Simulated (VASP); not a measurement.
Input of a VASP 6.6.1 run:

INCAR

```
SYSTEM = Co
PREC = Accurate ; ENCUT = 520
EDIFF = 1E-6 ; ISMEAR = -1
SIGMA = 0.05 ; LREAL = .False.
LASPH = .True. ; NELM = 150
ALGO = Normal ; ISIF = 2
LWAVE = .False. ; LCHARG = .False.
ISPIN = 2 ; MAGMOM = -1.558 -1.558
LORBIT = 11 ; LMAXMIX = 4
NBANDS = 20
```

File KPOINTS:

```
Automatic mesh
0
Gamma
  24 24 13
  0 0 0
```

Contents of POSCAR:

```
Co
1.0
    2.5208487962      0.0000000000      0.0000000000
   -1.2604243981      2.1831190967      0.0000000000
    0.0000000000      0.0000000000      4.0740391511
Co
2
Direct
    0.3333333333      0.6666666667      0.2500000000
    0.6666666667      0.3333333333      0.7500000000
```

Potentials or basis: VASP PAW LDA potentials, release 64 (Co).

Command:

```bash
$ cat potpaw_LDA.64/Co/POTCAR > POTCAR
$ mpirun -np 1 vasp_std > vasp.out
```

(1) Estimate the site moments.

(2) Predict the net moment.

(3) Estimate the pressure.

Results:

(1) Co -1.58 μB.

(2) -3.15 μB per cell.

(3) -24.1 GPa.

Caveat: the cell stands under tension.
